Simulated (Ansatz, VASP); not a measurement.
**Two plane-wave programs on HfAg2Sn2**

```
Hf Sn Ag
1.0
     0.00000    3.76567    0.00000
     3.76567    0.00000    0.00000
     1.88283    1.88283   -8.04357
Hf Sn Ag
1 2 2
Direct
  0.00000 0.00000 0.00000
  0.39686 0.39686 0.20627
  0.60314 0.60314 0.79373
  0.75000 0.25000 0.50000
  0.25000 0.75000 0.50000
```

Alike in both runs: functional PBE; k mesh 4 × 4 × 4; occupations fermi-dirac, width 0.1017 eV; no spin polarisation.

Ansatz relaxed the structure, and its values are those at the end. VASP's run is a single point on that final structure, the one shown.

```csv
,VASP,Ansatz
version,VASP 6.6.1,Ansatz 0.2.0
potentials or method,"VASP PAW PBE potentials, release 64 (Hf_pv, Sn_d, Ag), cutoff 520 eV",PAW plane waves
valence electrons in the cell,60,92
```

|  | VASP | Ansatz | Ansatz less VASP |
| --- | --- | --- | --- |
| gap on the k mesh at the Fermi level (eV) | none | none | - |
| pressure (GPa) | -0.2 | 0.0 | +0.18 |
| rms of the force components (eV/Å) | 0.008 | 0.000 | -0.0077 |

A gap of «none» marks a metal or a gap that the smearing closes. VASP's potentials hold 60 valence electrons a cell and Ansatz's 92, so a difference there can come from the potentials and not from the codes.

The k mesh is coarse, so the values compare programs but aren't converged. Spin-orbit coupling is off throughout.
